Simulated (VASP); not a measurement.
Input of a VASP 6.6.1 run:

INCAR

```
SYSTEM = Os
  ALGO = Normal
  EDIFF = 1E-8
  ENCUT = 520
  GGA = PE
  ISIF = 2
  ISMEAR = -1
  LASPH = .True.
  LCHARG = .False.
  LEFG = .True.
  LREAL = .False.
  LWAVE = .False.
  NBANDS = 15
  NELM = 60
  PREC = Accurate
  SIGMA = 0.08
```

KPOINTS

```
k-points
0
Gamma
  17 17 10
  0 0 0
```

POSCAR

```
Os
1.0
    2.7340999755      0.0000000000      0.0000000000
   -1.3670499878      2.3678000353      0.0000000000
    0.0000000000      0.0000000000      4.3197000000
Os
2
Direct
    0.3333333333      0.6666666667      0.2500000000
    0.6666666667      0.3333333333      0.7500000000
```

Potentials or basis: VASP PAW PBE potentials, release 64 (Os).

Launch:

```sh
$ cat potpaw_PBE.64/Os/POTCAR > POTCAR
$ mpirun -np 1 vasp_std > vasp.out
```

Task: Predict the band gap on the k mesh.

Result: Zero (bands 8 and 9 overlap by 3.92 eV).

Task: Predict the pressure.

Result: 8.8 GPa.

Electric field gradients, principal values (V/Å²):
| atom | least | middle | greatest (by size) |
| --- | --- | --- | --- |
| 1 Os | 39.707 | 39.707 | -79.414 |
| 2 Os | 39.707 | 39.707 | -79.414 |

Caveat: the cell stands under pressure; without QUAD_EFG the Cq values of the log hold for a quadrupole moment of 1 mb, not for the nuclei; spin-orbit coupling is left out, which moves the levels of the heavy elements.
